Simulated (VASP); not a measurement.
Set up this calculation in VASP 6.6.1, as the native input.

* Task: single point
* Functional: PBEsol
* Potentials or basis: VASP PAW PBE potentials, release 64 (V_sv, Al, C)
* Cutoff: 520 eV
* k mesh: 11 × 11 × 2
* Occupations: fermi-dirac, width 0.05 eV
* Spin: collinear spin, ferrimagnetic start
* Starting moments: [2.0, -1.0, 2.0, -1.0, 0.0, 0.0, 0.0, 0.0] μB
* Dipole correction: no
* Further INCAR settings: ALGO = Normal; EDIFF = 1e-06; NBANDS = 47

The structure of AlV2C lies in POSCAR:

```
AlV2C
1.0
    2.8875990726      0.0000000000      0.0000000000
   -1.4437995363      2.5007341528      0.0000000000
    0.0000000000      0.0000000000     13.1048231100
V Al C
4 2 2
Direct
    0.3333333333      0.6666666667      0.9136157800
    0.6666666667      0.3333333333      0.0863842200
    0.6666666667      0.3333333333      0.4136157800
    0.3333333333      0.6666666667      0.5863842200
    0.6666666667      0.3333333333      0.7500000000
    0.3333333333      0.6666666667      0.2500000000
    0.0000000000      0.0000000000      0.5000000000
    0.0000000000      0.0000000000      0.0000000000
```

These files were run (other wordings do the same):

INCAR

```
SYSTEM = AlV2C
ALGO     = Normal         ! electronic algorithm
EDIFF    = 1E-6           ! SCF threshold, eV
ENCUT    = 520            ! plane-wave cutoff, eV
GGA      = PS             ! functional
ISIF     = 2              ! what is computed and relaxed
ISMEAR   = -1             ! smearing method
ISPIN    = 2              ! spin polarisation
LASPH    = .True.         ! aspherical terms in the spheres
LCHARG   = .False.        ! write CHGCAR
LMAXMIX  = 4              ! l up to which the mixer works
LORBIT   = 11             ! projections on sites
LREAL    = .False.        ! projectors in reciprocal space
LWAVE    = .False.        ! write WAVECAR
MAGMOM   = 2 -1 2 -1 0 0 0 0 ! initial moments
NBANDS   = 47             ! bands
NELM     = 150            ! most SCF steps
PREC     = Accurate       ! precision mode
SIGMA    = 0.05           ! smearing width, eV
```

KPOINTS

```
k-points
0
Gamma
  11 11 2
  0 0 0
```

Potentials or basis: VASP PAW PBE potentials, release 64 (V_sv, Al, C).

Launch:

```sh
$ cat potpaw_PBE.64/V_sv/POTCAR potpaw_PBE.64/Al/POTCAR potpaw_PBE.64/C/POTCAR > POTCAR
$ mpirun -np 1 vasp_std > vasp.out
```

It gave:

```json
{
  "Pressure": "-3.5 GPa",
  "Largest force": "0.445 eV/Å",
  "Band gap on the k mesh": "zero (filled and empty bands overlap)",
  "Net moment": "0.00 μB per cell",
  "Valence electrons inside the program's atomic spheres": "V 11.73; Al 0.82; C 2.46"
}
```

Caveat: the cell stands under tension; the PAW data sets were made with another functional, which shifts forces and pressure a little.

Wall time 9.6 min on 1 thread of Intel Xeon 8259CL, on a shared host, peak memory 0.4 GiB.
